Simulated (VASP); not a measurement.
# Ag (Fm-3m) in VASP: further runs

The runs below take Ag through electric field gradients, with PBEsol, LDA, r2SCAN.

Everything below comes from runs of VASP 6.6.1. Logs are shortened: lines on timing, memory, paths and dates and some standing lists are left out, and cuts for length are marked.

## (1) The cell of the first run

The structure is cubic, space group Fm-3m (No. 225). The conventional cell has a = 4.086 Å, b = 4.086 Å, c = 4.086 Å, α = 90.00°, β = 90.00°, γ = 90.00°. Within 3.8 Å of Ag (site symmetry m-3m) lie 12 Ag at 2.89 Å.

## (2) Electric field gradients, PBEsol

The input, INCAR:

```
SYSTEM = Ag
PREC = Accurate
ENCUT = 400
EDIFF = 1E-8
ISMEAR = -1
SIGMA = 0.05
LREAL = .False.
LASPH = .True.
NELM = 120
ALGO = Normal
ISIF = 2
LWAVE = .False.
LCHARG = .False.
GGA = PS
LEFG = .True.
NBANDS = 12
GGA_COMPAT = .False.
```

The input, KPOINTS:

```
regular mesh
0
Gamma
  15 15 15
  0 0 0
```

The input, POSCAR:

```
Ag
1.0
    0.0000000000      2.0431000000      2.0431000000
    2.0431000000      0.0000000000      2.0431000000
    2.0431000000      2.0431000000      0.0000000000
Ag
1
Direct
    0.0000000000      0.0000000000      0.0000000000
```

Potentials or basis: VASP PAW PBE potentials, release 64 (Ag).

Started as:

```console
cat potpaw_PBE.64/Ag/POTCAR > POTCAR
mpirun -np 1 vasp_std > vasp.out
```

OUTCAR:

```text
SYSTEM = Ag
   PREC = Accurate
   ENCUT = 400
   EDIFF = 1E-8
   ISMEAR = -1
   LREAL = .False.
   LASPH = .True.
   NELM = 120
   ISIF = 2
   GGA = PS

 ion  position               nearest neighbor table
   1  0.000  0.000  0.000-

  LATTYP: Found a face centered cubic cell.
 ALAT       =     4.0862000000

  Lattice vectors:

 A1 = (   0.0000000000,   2.0431000000,   2.0431000000)
 A2 = (   2.0431000000,   0.0000000000,   2.0431000000)
 A3 = (   2.0431000000,   2.0431000000,   0.0000000000)

Analysis of symmetry for initial positions (statically):
=====================================================================
 Subroutine PRICEL returns:
 Original cell was already a primitive cell.

 Routine SETGRP: Setting up the symmetry group for a
 face centered cubic supercell.

 Subroutine GETGRP returns: Found 48 space group operations
 (whereof 48 operations were pure point group operations)
 out of a pool of 48 trial point group operations.

The static configuration has the point symmetry O_h .

Analysis of symmetry for dynamics (positions and initial velocities):
=====================================================================
 Subroutine PRICEL returns:
 Original cell was already a primitive cell.

 Routine SETGRP: Setting up the symmetry group for a
 face centered cubic supercell.

 Subroutine GETGRP returns: Found 48 space group operations
 (whereof 48 operations were pure point group operations)
 out of a pool of 48 trial point group operations.

The dynamic configuration has the point symmetry O_h .

 Subroutine INISYM returns: Found 48 space group operations
 (whereof 48 operations are pure point group operations),
 and found     1 'primitive' translations

----------------------------------------------------------------------------------------

                                     Primitive cell

  volume of cell :      17.0569

  direct lattice vectors                    reciprocal lattice vectors
     0.000000000  2.043100000  2.043100000    -0.244726151  0.244726151  0.244726151
     2.043100000  0.000000000  2.043100000     0.244726151 -0.244726151  0.244726151
     2.043100000  2.043100000  0.000000000     0.244726151  0.244726151 -0.244726151

  length of vectors
     2.889379729  2.889379729  2.889379729     0.423878128  0.423878128  0.423878128

  position of ions in fractional coordinates (direct lattice)
     0.000000000  0.000000000  0.000000000

  ion indices of the primitive-cell ions
   primitive index   ion index
                 1           1

----------------------------------------------------------------------------------------

 KPOINTS: regular mesh

Automatic generation of k-mesh.
 Grid dimensions read from file:
 generate k-points for:   15   15   15

 Generating k-lattice:

  Cartesian coordinates                     Fractional coordinates (reciprocal lattice)
    -0.016315077  0.016315077  0.016315077     0.066666667  0.000000000  0.000000000
     0.016315077 -0.016315077  0.016315077     0.000000000  0.066666667  0.000000000
     0.016315077  0.016315077 -0.016315077     0.000000000  0.000000000  0.066666667

  Length of vectors
     0.028258542  0.028258542  0.028258542

  Shift w.r.t. Gamma in fractional coordinates (k-lattice)
     0.000000000  0.000000000  0.000000000

 Subroutine IBZKPT returns following result:
 ===========================================

 Found    120 irreducible k-points:

 Following reciprocal coordinates:
            Coordinates               Weight
  0.000000  0.000000  0.000000      1.000000
  0.066667  0.000000  0.000000      8.000000
  0.133333  0.000000  0.000000      8.000000
  0.200000  0.000000  0.000000      8.000000
  0.266667  0.000000  0.000000      8.000000
  0.333333  0.000000  0.000000      8.000000
[... 16 lines left out ...]
  0.133333  0.133333  0.000000      6.000000
  0.200000  0.133333  0.000000     24.000000
 [... further k-points ...]
   k-points           NKPTS =    120   k-points in BZ     NKDIM =    120   number of bands    NBANDS=     12
   number of dos      NEDOS =    301   number of ions     NIONS =      1
   total plane-waves  NPLWV =   8000
   dimension x,y,z NGX =    20 NGY =   20 NGZ =   20
   dimension x,y,z NGXF=    40 NGYF=   40 NGZF=   40
   ions per type =               1
   NGX,Y,Z   is equivalent  to a cutoff of  11.51, 11.51, 11.51 a.u.
   NGXF,Y,Z  is equivalent  to a cutoff of  23.01, 23.01, 23.01 a.u.
 SYSTEM =  Ag
   PREC   = accura    normal or accurate (medium, high low for compatibility)
   ISTART =      0    job   : 0-new  1-cont  2-samecut
   ICHARG =      2    charge: 1-file 2-atom 10-const
   ISPIN  =      1    spin polarized calculation?
   LNONCOLLINEAR =      F non collinear calculations
   LSORBIT =      F    spin-orbit coupling
   LASPH  =      T    aspherical Exc in radial PAW
   ENCUT  =  400.0 eV  29.40 Ry    5.42 a.u.   4.71  4.71  4.71*2*pi/ulx,y,z
   NELM   =    120;   NELMIN=  2; NELMDL= -5     # of ELM steps
   EDIFF  = 0.1E-07   stopping-criterion for ELM
   LREAL  =      F    real-space projection
   EDIFFG = 0.1E-06   stopping-criterion for IOM
   NSW    =      0    number of steps for IOM
   IBRION =     -1    ionic relax: 0-MD 1-quasi-New 2-CG
   NFREE  =      0    steps in history (QN), initial steepest desc. (CG)
   ISIF   =      2    stress and relaxation
   ISYM   =      2    0-nonsym 1-usesym 2-fastsym
   POTIM  = 0.5000    time-step for ionic-motion
   TEBEG  =    0.0;   TEEND  =   0.0 temperature during run
   PSTRESS=    0.0 pullay stress
   NELECT =      11.0000    total number of electrons
   NUPDOWN=      -1.0000    fix difference up-down
   EMIN   =  10.00;   EMAX   =-10.00  energy-range for DOS
   EFERMI =   0.00;   METHOD = LEGACY
   ISMEAR =    -1;   SIGMA  =   0.05  broadening in eV -4-tet -1-fermi 0-gaus
   EFERMI_NEDOS =   21; number of points for ismear=-14 and -15
   IALGO  =     38    algorithm
   IMIX   =      4    mixing-type and parameters
     AMIX     =   0.40;   BMIX     =  1.00
     AMIX_MAG =   1.60;   BMIX_MAG =  1.00
  volume/ion in A,a.u.               =      17.06       115.11
  Fermi-wavevector in a.u.,A,eV,Ry     =   1.414402  2.672832 27.218893  2.000532
  Thomas-Fermi vector in A             =   2.535948
   LORBIT       =      0    0 simple, 1 ext, 2 COOP (PROOUT), +10 PAW based schemes
   GGA     = PS    functional components
   LHFCALC =     F    Hartree Fock is set to
   AEXX    =    0.0000 exact exchange contribution
   IVDW    =     0    specifies the selected vdW correction
   LEPSILON=     F    determine dielectric tensor
   LRPA    =     F    only Hartree local field effects (RPA)
 non-spin polarized calculation
  energy-cutoff  :      400.00
  volume of cell :       17.06
 maximum number of plane-waves:       331
   NGX =  9   NGY =  9   NGZ =  9

 number of electron      11.0000005 magnetization

 Free energy of the ion-electron system (eV)
  ---------------------------------------------------
  ext. energy  EPLUGINS =         0.00000000
  ---------------------------------------------------
  free energy    TOTEN  =        -3.30366461 eV

  energy without entropy =       -3.30021656  energy(sigma->0) =       -3.30194059

 E-fermi :   8.3483     XC(G=0): -12.4106

 val. band max:        8.3192876909   @ k =  -0.2667   0.2667   0.0000
 cond. band min:       8.3506731447   @ k =  -0.3333   0.2000   0.0000
 fundamental gap:      0.0313854538
 Fermi energy:         8.3482714093

 k-point     1 :       0.0000    0.0000    0.0000
  band No.  band energies     occupation
      1       0.3982      2.00000
      2       3.4528      2.00000
      3       3.4528      2.00000
      4       3.4528      2.00000
      5       4.4983      2.00000
      6       4.4983      2.00000
      7      24.2117      0.00000
      8      27.7810      0.00000
      9      27.7810      0.00000
     10      27.7810      0.00000
     11      32.6007      0.00000
     12      33.7218      0.00000

 k-point     2 :       0.0667    0.0000    0.0000
  band No.  band energies     occupation
      1       0.5370      2.00000
      2       3.4207      2.00000
      3       3.4915      2.00000
      4       3.4915      2.00000
      5       4.4837      2.00000
      6       4.4837      2.00000
      7      24.2325      0.00000
      8      26.6472      0.00000
      9      27.8380      0.00000
     10      27.8380      0.00000
     11      32.5810      0.00000
     12      33.5513      0.00000
[... 316 lines left out ...]
 k-point    24 :       0.2000    0.1333    0.0000
  band No.  band energies     occupation
      1       1.5372      2.00000
      2       3.0555      2.00000
      3       3.8137      2.00000
      4       3.8477      2.00000
      5       4.2460      2.00000
      6       4.6895      2.00000
      7      23.2865      0.00000
      8      24.8696      0.00000
      9      25.2609      0.00000
     10      26.7591      0.00000
     11      30.3364      0.00000
     12      33.4605      0.00000

 [... further k-points ...]

------------------------ aborting loop because EDIFF is reached ----------------------------------------

  FORCE on cell =-STRESS in cart. coord.  units (eV):
  Direction    XX          YY          ZZ          XY          YZ          ZX
  --------------------------------------------------------------------------------------
  -------------------------------------------------------------------------------------
  Total       -0.3462142     -0.3462142     -0.3462142      0.0000000      0.0000000     -0.0000000
  in kB      -32.5204528    -32.5204528    -32.5204528      0.0000000      0.0000000     -0.0000000
  external PRESSURE =     -32.5204528 kB  Pullay stress =       0.0000000 kB

 VOLUME and BASIS-vectors are now :
 -----------------------------------------------------------------------------
  energy-cutoff  :      400.00
  volume of cell :       17.06
      direct lattice vectors                 reciprocal lattice vectors
     0.000000000  2.043100000  2.043100000    -0.244726151  0.244726151  0.244726151
     2.043100000  0.000000000  2.043100000     0.244726151 -0.244726151  0.244726151
     2.043100000  2.043100000  0.000000000     0.244726151  0.244726151 -0.244726151

 POSITION                                       TOTAL-FORCE (eV/Angst)
 -----------------------------------------------------------------------------------
      0.00000      0.00000      0.00000         0.000000     -0.000000      0.000000
 -----------------------------------------------------------------------------------
    total drift:                                0.000000      0.000000      0.000000

  FREE ENERGIE OF THE ION-ELECTRON SYSTEM (eV)
  ---------------------------------------------------
  free  energy   TOTEN  =        -3.3036646139 eV

  energy  without entropy=       -3.3002165649  energy(sigma->0) =       -3.30194059

 Electric field gradients (V/A^2)
---------------------------------------------------------------------
 ion       V_xx      V_yy      V_zz      V_xy      V_xz      V_yz
---------------------------------------------------------------------
   1      -0.000    -0.000     0.000    -0.001    -0.001    -0.001
---------------------------------------------------------------------

 Electric field gradients after diagonalization (V/A^2)
 (convention: |V_zz| > |V_xx| > |V_yy|)
----------------------------------------------------------------------
 ion       V_xx      V_yy      V_zz     asymmetry (V_yy - V_xx)/ V_zz
----------------------------------------------------------------------
   1       0.001     0.001    -0.002       0.000
----------------------------------------------------------------------

           NMR quadrupolar parameters

 Cq : quadrupolar parameter    Cq=e*Q*V_zz/h
 eta: asymmetry parameters     (V_yy - V_xx)/ V_zz
 Q  : nuclear electric quadrupole moment in mb (millibarn)
----------------------------------------------------------------------
 ion       Cq(MHz)       eta       Q (mb)
----------------------------------------------------------------------
   1      -0.000       0.000       1.000
----------------------------------------------------------------------
```

Wall time 8.4 s (1 thread of Intel Xeon 6975P-C (Granite Rapids), shared host); peak memory 0.13 GiB.

Results:

- Free energy: -3.3037 eV
- Pressure: -3.3 GPa
- Band gap on the k mesh: zero (an odd number of electrons rules out a gap without spin polarisation)
- Largest electric field gradient by atom: zero within the noise of the run

Levels at points of the mesh, in eV from the Fermi level:
```csv
k point,band 4,band 5,band 6,band 7,band 8,band 9
"(0.00, 0.00, 0.00)",-4.90,-3.85,-3.85,15.86,19.43,19.43
```

Caveat: the cell stands under tension; the PAW data sets were made with another functional, which shifts forces and pressure a little.

## (3) Electric field gradients, LDA (17.74 Å³/atom)

This run uses another cell than the first one, of 17.74 Å³/atom.

The input, INCAR:

```
SYSTEM = Ag
PREC = Accurate
ENCUT = 400
EDIFF = 1E-8
ISMEAR = -1
SIGMA = 0.05
LREAL = .FALSE.
LASPH = .TRUE.
NELM = 120
ALGO = Normal
ISIF = 2
LWAVE = .FALSE.
LCHARG = .FALSE.
GGA = CA
LEFG = .TRUE.
NBANDS = 12
GGA_COMPAT = .FALSE.
```

The input, KPOINTS:

```
Automatic mesh
0
G
  15 15 15
  0 0 0
```

The input, POSCAR:

```
Ag
1.0
    0.0000000000      2.0699859780      2.0699859780
    2.0699859780      0.0000000000      2.0699859780
    2.0699859780      2.0699859780      0.0000000000
Ag
1
Direct
    0.0000000000      0.0000000000      0.0000000000
```

Potentials or basis: VASP PAW LDA potentials, release 64 (Ag).

Started as:

```console
cat potpaw_LDA.64/Ag/POTCAR > POTCAR
mpirun -np 1 vasp_std > vasp.out
```

OUTCAR:

```text
SYSTEM = Ag
   PREC = Accurate
   ENCUT = 400
   EDIFF = 1E-8
   ISMEAR = -1
   LREAL = .FALSE.
   LASPH = .TRUE.
   NELM = 120
   ISIF = 2
   GGA = CA

 ion  position               nearest neighbor table
   1  0.000  0.000  0.000-

  LATTYP: Found a face centered cubic cell.
 ALAT       =     4.1399719560

  Lattice vectors:

 A1 = (   0.0000000000,   2.0699859780,   2.0699859780)
 A2 = (   2.0699859780,   0.0000000000,   2.0699859780)
 A3 = (   2.0699859780,   2.0699859780,   0.0000000000)

[... 563 lines left out ...]
    total drift:                                0.000000     -0.000000     -0.000000

  FREE ENERGIE OF THE ION-ELECTRON SYSTEM (eV)
  ---------------------------------------------------
  free  energy   TOTEN  =        -3.7178620264 eV

  energy  without entropy=       -3.7142349993  energy(sigma->0) =       -3.71604851

 Electric field gradients (V/A^2)
---------------------------------------------------------------------
 ion       V_xx      V_yy      V_zz      V_xy      V_xz      V_yz
---------------------------------------------------------------------
   1      -0.000    -0.000    -0.000    -0.000    -0.000    -0.000
---------------------------------------------------------------------

 Electric field gradients after diagonalization (V/A^2)
 (convention: |V_zz| > |V_xx| > |V_yy|)
----------------------------------------------------------------------
 ion       V_xx      V_yy      V_zz     asymmetry (V_yy - V_xx)/ V_zz
----------------------------------------------------------------------
   1       0.000     0.000    -0.001       0.000
----------------------------------------------------------------------

           NMR quadrupolar parameters

 Cq : quadrupolar parameter    Cq=e*Q*V_zz/h
 eta: asymmetry parameters     (V_yy - V_xx)/ V_zz
 Q  : nuclear electric quadrupole moment in mb (millibarn)
----------------------------------------------------------------------
 ion       Cq(MHz)       eta       Q (mb)
----------------------------------------------------------------------
   1      -0.000       0.000       1.000
----------------------------------------------------------------------
```

Wall time 7.6 s (1 thread of Intel Xeon 6975P-C (Granite Rapids), shared host); peak memory 0.12 GiB.

Results:

| Item | Value |
| --- | --- |
| Free energy | -3.7179 eV |
| Pressure | -10.9 GPa |
| Band gap on the k mesh | zero (an odd number of electrons rules out a gap without spin polarisation) |
| Largest electric field gradient by atom | zero within the noise of the run |

Levels at points of the mesh, in eV from the Fermi level:
| k point | band 3 | band 4 | band 5 | band 6 | band 7 | band 8 | band 9 | band 10 |
| --- | --- | --- | --- | --- | --- | --- | --- | --- |
| (0.00, 0.00, 0.00) | -4.75 | -4.75 | -3.77 | -3.77 | 15.82 | 19.08 | 19.08 | 19.08 |

Caveat: the cell stands under tension.

[end of part 1 of 2]
